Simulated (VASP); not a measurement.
Ta, 1 atom in the cell. It takes space group Fm-3m (No. 225, cubic). The conventional cell has a = 4.185 Å, b = 4.185 Å, c = 4.185 Å, α = 90.00°, β = 90.00°, γ = 90.00°. Ta (site symmetry m-3m) has 12 Ta at 2.96 Å within 3.9 Å. This isn't the form of Ta at room conditions, which is bcc.

| Quantity | Value |
| --- | --- |
| Program | VASP 6.6.1 |
| Task | relaxation of cell and atoms |
| Functional | PBE |
| Potentials or basis | VASP PAW PBE potentials, release 64 (Ta_pv) |
| Cutoff | 600 eV |
| k mesh | 17 × 17 × 17 |
| Occupations | fermi-dirac, width 0.05 eV |
| Spin | no spin polarisation |
| Dipole correction | no |
| Further INCAR settings | ALGO = Normal; EDIFF = 1e-07; IBRION = 2; EDIFFG = -0.005; NSW = 60; ISIF = 3 |

Potentials or basis: VASP PAW PBE potentials, release 64 (Ta_pv).

Command:

```console
$ cat potpaw_PBE.64/Ta_pv/POTCAR > POTCAR
$ mpirun -np 1 vasp_std > vasp.out
```

Hardware: 1 thread of Intel(R) Xeon(R) Platinum 8259CL CPU @ 2.50GHz (Skylake/Cascade Lake), with other jobs on the host.

Task: Estimate the wall time of this run.

Result: Run time: 49 s on 1 thread of Intel(R) Xeon(R) Platinum 8259CL CPU @ 2.50GHz (Skylake/Cascade Lake), with other jobs on the host, peak memory 0.18 GiB. Counts: scf iterations 32, k points 165, ion steps 4.
